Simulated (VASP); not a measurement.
# GaN (Cm) in VASP: single point with r2SCAN

Aim: the single point of GaN with r2SCAN.

Program: VASP 6.6.1. These are calculated values, not measurements. Logs are shortened: lines on timing, memory, paths and dates and some standing lists are left out, and cuts for length are marked.

## 1. The cell of the first run

The structure is monoclinic, space group Cm (No. 8). Conventional cell: a = 5.520 Å, b = 3.187 Å, c = 3.187 Å, α = 90.00°, β = 125.26°, γ = 90.00°. Ga (site symmetry m) has 4 N at 1.83 to 2.08 Å within 2.4 Å. Within 2.4 Å of N (site symmetry m) lie 4 Ga at 1.83 to 2.08 Å.

## 2. Single point, r2SCAN (atom 1 (Ga) moved by (-0.150, +0.000) A along [1 1 0] and z)

POSCAR reads:

```
GaN
1.0
    0.0000000000      2.2535006075      2.2535006075
    2.2535006075      0.0000000000      2.2535006075
    2.2535006075      2.2535006075      0.0000000000
Ga N
1 1
Direct
    0.0000000000      0.0000000000     -0.0470672237
    0.7500000000      0.7500000000      0.7500000000
```

INCAR.step1 reads:

```
PREC = Accurate
ENCUT = 910
ISMEAR = 0
SIGMA = 0.05
LREAL = F
LASPH = T
NELM = 120
NBANDS = 16
GGA = PE
ALGO = Normal
EDIFF = 1E-5
LWAVE = T
LCHARG = F
GGA_COMPAT = F
```

INCAR.step2 reads:

```
PREC = Accurate
ENCUT = 910
EDIFF = 1E-6
ISMEAR = 0
SIGMA = 0.05
LREAL = F
LASPH = T
NELM = 120
ALGO = Normal
ISIF = 2
LWAVE = F
LCHARG = F
METAGGA = R2SCAN
LMIXTAU = T
NBANDS = 16
ISTART = 1
GGA_COMPAT = F
```

KPOINTS reads:

```
Automatic mesh
0
Gamma
  10 10 10
```

Potentials or basis: VASP PAW PBE potentials, release 64 (Ga_d, N_h).

On the command line:

```sh
> cat potpaw_PBE.64/Ga_d/POTCAR potpaw_PBE.64/N_h/POTCAR > POTCAR
> cp INCAR.step1 INCAR
> mpirun -np 1 vasp_std > vasp.out
> cp INCAR.step2 INCAR
> mpirun -np 1 vasp_std > vasp.out
```

OUTCAR:

```text
PREC = Accurate
   ENCUT = 910
   EDIFF = 1E-6
   ISMEAR = 0
   LREAL = F
   LASPH = T
   NELM = 120
   ISIF = 2
   METAGGA = R2SCAN
   ISTART = 1

 ion  position               nearest neighbor table
   1  0.000  0.000  0.953-   2 1.83   2 1.96   2 1.96   2 2.08
   2  0.750  0.750  0.750-   1 1.83   1 1.96   1 1.96   1 2.08

  LATTYP: Found a face centered cubic cell.
 ALAT       =     4.5070012150

  Lattice vectors:

 A1 = (   0.0000000000,   2.2535006075,   2.2535006075)
 A2 = (   2.2535006075,   0.0000000000,   2.2535006075)
 A3 = (   2.2535006075,   2.2535006075,   0.0000000000)

Analysis of symmetry for initial positions (statically):
=====================================================================
 Subroutine PRICEL returns:
 Original cell was already a primitive cell.

 Routine SETGRP: Setting up the symmetry group for a
 face centered cubic supercell.

 Subroutine GETGRP returns: Found  2 space group operations
 (whereof  2 operations were pure point group operations)
 out of a pool of 48 trial point group operations.

The static configuration has the point symmetry C_1h.

Analysis of symmetry for dynamics (positions and initial velocities):
=====================================================================
 Subroutine PRICEL returns:
 Original cell was already a primitive cell.

 Routine SETGRP: Setting up the symmetry group for a
 face centered cubic supercell.

 Subroutine GETGRP returns: Found  2 space group operations
 (whereof  2 operations were pure point group operations)
 out of a pool of 48 trial point group operations.

The dynamic configuration has the point symmetry C_1h.

 Subroutine INISYM returns: Found  2 space group operations
 (whereof  2 operations are pure point group operations),
 and found     1 'primitive' translations

----------------------------------------------------------------------------------------

                                     Primitive cell

  volume of cell :      22.8877

  direct lattice vectors                    reciprocal lattice vectors
     0.000000000  2.253500607  2.253500607    -0.221877020  0.221877020  0.221877020
     2.253500607  0.000000000  2.253500607     0.221877020 -0.221877020  0.221877020
     2.253500607  2.253500607  0.000000000     0.221877020  0.221877020 -0.221877020

  length of vectors
     3.186931122  3.186931122  3.186931122     0.384302272  0.384302272  0.384302272
[... 73 lines left out ...]
   ISTART =      1    job   : 0-new  1-cont  2-samecut
   ICHARG =      0    charge: 1-file 2-atom 10-const
   ISPIN  =      1    spin polarized calculation?
   LNONCOLLINEAR =      F non collinear calculations
   LSORBIT =      F    spin-orbit coupling
   LASPH  =      T    aspherical Exc in radial PAW
   ENCUT  =  910.0 eV  66.88 Ry    8.18 a.u.   7.84  7.84  7.84*2*pi/ulx,y,z
   NELM   =    120;   NELMIN=  2; NELMDL=  0     # of ELM steps
   EDIFF  = 0.1E-05   stopping-criterion for ELM
   LREAL  =      F    real-space projection
   EDIFFG = 0.1E-04   stopping-criterion for IOM
   NSW    =      0    number of steps for IOM
   IBRION =     -1    ionic relax: 0-MD 1-quasi-New 2-CG
   NFREE  =      0    steps in history (QN), initial steepest desc. (CG)
   ISIF   =      2    stress and relaxation
   ISYM   =      2    0-nonsym 1-usesym 2-fastsym
   POTIM  = 0.5000    time-step for ionic-motion
   TEBEG  =    0.0;   TEEND  =   0.0 temperature during run
   PSTRESS=    0.0 pullay stress
   NELECT =      18.0000    total number of electrons
   NUPDOWN=      -1.0000    fix difference up-down
   EMIN   =  10.00;   EMAX   =-10.00  energy-range for DOS
   EFERMI =   0.00;   METHOD = LEGACY
   ISMEAR =     0;   SIGMA  =   0.05  broadening in eV -4-tet -1-fermi 0-gaus
   EFERMI_NEDOS =   21; number of points for ismear=-14 and -15
   IALGO  =     38    algorithm
   IMIX   =      4    mixing-type and parameters
     AMIX     =   0.40;   BMIX     =  1.00
     AMIX_MAG =   1.60;   BMIX_MAG =  1.00
  volume/ion in A,a.u.               =      11.44        77.23
  Fermi-wavevector in a.u.,A,eV,Ry     =   1.511117  2.855596 31.068543  2.283473
  Thomas-Fermi vector in A             =   2.621216
   LORBIT       =      0    0 simple, 1 ext, 2 COOP (PROOUT), +10 PAW based schemes
   METAGGA = R2SCAN    functional components
   LHFCALC =     F    Hartree Fock is set to
   AEXX    =    0.0000 exact exchange contribution
   IVDW    =     0    specifies the selected vdW correction
   LEPSILON=     F    determine dielectric tensor
   LRPA    =     F    only Hartree local field effects (RPA)
 non-spin polarized calculation
 Gauss-broadening in eV      SIGMA  =   0.05
  energy-cutoff  :      910.00
  volume of cell :       22.89
 maximum number of plane-waves:      1458
   NGX = 15   NGY = 15   NGZ = 15

 number of electron      18.0000003 magnetization

 Free energy of the ion-electron system (eV)
  ---------------------------------------------------
  ext. energy  EPLUGINS =         0.00000000
  ---------------------------------------------------
  free energy    TOTEN  =       -21.75004262 eV

  energy without entropy =      -21.75004262  energy(sigma->0) =      -21.75004262

 E-fermi :   5.7876     XC(G=0): -12.6226

 val. band max:        5.5399346047   @ k =   0.0000   0.0000   0.0000
 cond. band min:       7.4362210845   @ k =   0.0000   0.0000   0.0000
 fundamental gap:      1.8962864798
 Fermi energy:         5.7875932897

 k-point     1 :       0.0000    0.0000    0.0000
  band No.  band energies     occupation
      1     -11.4995      2.00000
      2      -8.5889      2.00000
      3      -8.5517      2.00000
      4      -8.4854      2.00000
      5      -8.2147      2.00000
      6      -8.2079      2.00000
[... 433 lines left out ...]
      3      -8.4800      2.00000
      4      -8.3326      2.00000
      5      -8.2080      2.00000
      6      -8.1947      2.00000
[... 8 lines left out ...]
     15      24.8325      0.00000
     16      24.8953      0.00000

 [... further k-points ...]
[... 5 lines left out ...]
  --------------------------------------------------------------------------------------
  -------------------------------------------------------------------------------------
  Total        0.2338203      0.2338203      0.4763533      0.4227573      0.9454578      0.9454979
  in kB       16.3677787     16.3677787     33.3454578     29.5936558     66.1834921     66.1862994
  external PRESSURE =      22.0270051 kB  Pullay stress =       0.0000000 kB

 VOLUME and BASIS-vectors are now :
 -----------------------------------------------------------------------------
  energy-cutoff  :      910.00
  volume of cell :       22.89
      direct lattice vectors                 reciprocal lattice vectors
     0.000000000  2.253500607  2.253500607    -0.221877020  0.221877020  0.221877020
     2.253500607  0.000000000  2.253500607     0.221877020 -0.221877020  0.221877020
     2.253500607  2.253500607  0.000000000     0.221877020  0.221877020 -0.221877020

 POSITION                                       TOTAL-FORCE (eV/Angst)
 -----------------------------------------------------------------------------------
      2.14743      2.14743      0.00000         1.404763      1.404763      0.625826
      3.38025      3.38025      3.38025        -1.404763     -1.404763     -0.625826
 -----------------------------------------------------------------------------------
    total drift:                                0.003010      0.003010     -0.001866

  FREE ENERGIE OF THE ION-ELECTRON SYSTEM (eV)
  ---------------------------------------------------
  free  energy   TOTEN  =       -21.7500426209 eV

  energy  without entropy=      -21.7500426209  energy(sigma->0) =      -21.75004262
```

Wall time 7.5 min (1 thread of Intel Xeon Platinum 8259CL at 2.50GHz (Skylake/Cascade Lake), shared host); peak memory 0.37 GiB.

Results:

```yaml
Free_energy: -21.7500 eV
Pressure: 2.2 GPa
Largest_force: 2.083 eV/Å
Band_gap_on_the_k_mesh: 1.90 eV
```

Forces on the atoms (eV/Å):
```
Ga   1.405  1.405  0.626
N   -1.405 -1.405 -0.626
```

Stress tensor (GPa, compression positive):
```
1.64 2.96 6.62
2.96 1.64 6.62
6.62 6.62 3.33
```

Caveat: the cell differs from its parent crystal (atom 1 (Ga) moved by (-0.150, +0.000) A along [1 1 0] and z); the cutoff is under 1.25 times the usual one of these potentials, so pressure, stress and relaxed cells hold a basis-set (Pulay) error; the PAW data sets were made with another functional, which shifts forces and pressure a little.
